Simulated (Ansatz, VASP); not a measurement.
## SnTe in VASP and in Ansatz

Contents of INCAR:

```
SYSTEM = SnTe
  ALGO = Normal
  EDIFF = 1E-6
  ENCUT = 500
  GGA = PS
  GGA_COMPAT = .FALSE.
  ISIF = 2
  ISMEAR = -1
  LASPH = .TRUE.
  LCHARG = .FALSE.
  LREAL = .FALSE.
  LWAVE = .FALSE.
  NBANDS = 17
  NELM = 120
  PREC = Accurate
  SIGMA = 0.02
```

The input KPOINTS:

```
k-points
0
G
  6 6 6
  0 0 0
```

Contents of POSCAR:

```
SnTe
1.0
    0.0000000000      3.6111460000      3.6111460000
    3.6111460000      0.0000000000      3.6111460000
    3.6111460000      3.6111460000      0.0000000000
Te Sn
1 1
Direct
    0.2500000000      0.2500000000      0.2500000000
    0.0000000000      0.0000000000      0.0000000000
```

File input.yaml:

```yaml
crystal:
  lattice:
    - [0.0, 3.611146, 3.611146]
    - [3.611146, 0.0, 3.611146]
    - [3.611146, 3.611146, 0.0]
  atoms:
    - { symbol: Te, position: [0.25, 0.25, 0.25] }
    - { symbol: Sn, position: [0.0, 0.0, 0.0] }
kpoints:
  mp_grid: { grid: [6, 6, 6] }
  band_path:
    path:
      - [[0.0, 0.0, 0.0], [-0.5, -0.5, 0.0], [-0.375, -0.375, 0.25]]
      - [[-0.375, 1.154467095509e-18, 0.375], [0.0, 0.0, 0.0], [-9.865028710168e-18, -9.865028710168e-18, 0.5], [-0.5, -0.25, 0.25], [-0.5, -0.5, 0.0]]
    npoints: 10
hamiltonian:
  xc: pbesol
scf:
  occupations: { method: fermi_dirac, width: 0.02 }
  n_extra_bands: 4
output:
  forces: true
  stress: true
  eigenvalues: true
```

Alike in both runs: functional PBEsol; k mesh 6 × 6 × 6; occupations fermi-dirac, width 0.02 eV; no spin polarisation.

|  | VASP | Ansatz |
| --- | --- | --- |
| version | VASP 6.6.1 | Ansatz 0.2.0 |
| potentials or method | VASP PAW PBE potentials, release 64 (Te, Sn_d) | Ansatz PAW |
| plane-wave cutoff (eV) | 500 | 420 |
| valence electrons in the cell | 20 | 30 |
| task | single point | band structure |

```tsv
	VASP	Ansatz	Ansatz less VASP
gap on the k mesh at the Fermi level (eV)	0.23	0.23	+0.004
least direct gap on the mesh (eV)	0.76	0.76	+0.002
pressure (GPa)	-1.4	-1.4	+0.02
```

VASP's potentials were made for PBE, not for PBEsol. VASP's potentials hold 20 valence electrons a cell and Ansatz's 30, so a difference there can come from the potentials and not from the codes.

Neither program's run includes spin-orbit coupling.
